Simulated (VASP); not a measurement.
Input of a VASP 6.6.1 run:

INCAR

```
SYSTEM = SiO2
ALGO = Normal
EDIFF = 1E-6
ENCUT = 520
GGA = PE
ISIF = 2
ISMEAR = 0
LASPH = .TRUE.
LCHARG = .FALSE.
LREAL = .FALSE.
LWAVE = .FALSE.
NBANDS = 25
NELM = 100
PREC = Accurate
SIGMA = 0.05
```

KPOINTS

```
k-points
0
G
  6 6 8
  0 0 0
```

The input POSCAR:

```
SiO2
1.0
    4.2358788266      0.0000000000      0.0000000000
    0.0000000000      4.0380632854      0.0000000000
    0.0000000000      0.0000000000      2.6897743046
Si O
2 4
Direct
    0.5000000000      0.5000000000      0.5000000000
    0.0000000000      0.0000000000      0.0000000000
    0.7023276386      0.6836979468      0.0000000000
    0.2023276386      0.8163020532      0.5000000000
    0.2976723614      0.3163020532      0.0000000000
    0.7976723614      0.1836979468      0.5000000000
```

Potentials or basis: VASP PAW PBE potentials, release 64 (Si, O).

Launch:

```console
$ cat potpaw_PBE.64/Si/POTCAR potpaw_PBE.64/O/POTCAR > POTCAR
$ mpirun -np 1 vasp_std > vasp.out
```

(1) What does it give for the pressure?

(2) Predict the largest force.

(3) Estimate the band gap on the k mesh.

## Answers

(1) 14.7 GPa.

(2) 0.463 eV/Å.

(3) 5.69 eV.

Caveat: the cell differs from its parent crystal (atoms displaced along a vibrational mode, the cell strained); the stress differs along the axes, from 6 to 27 GPa.
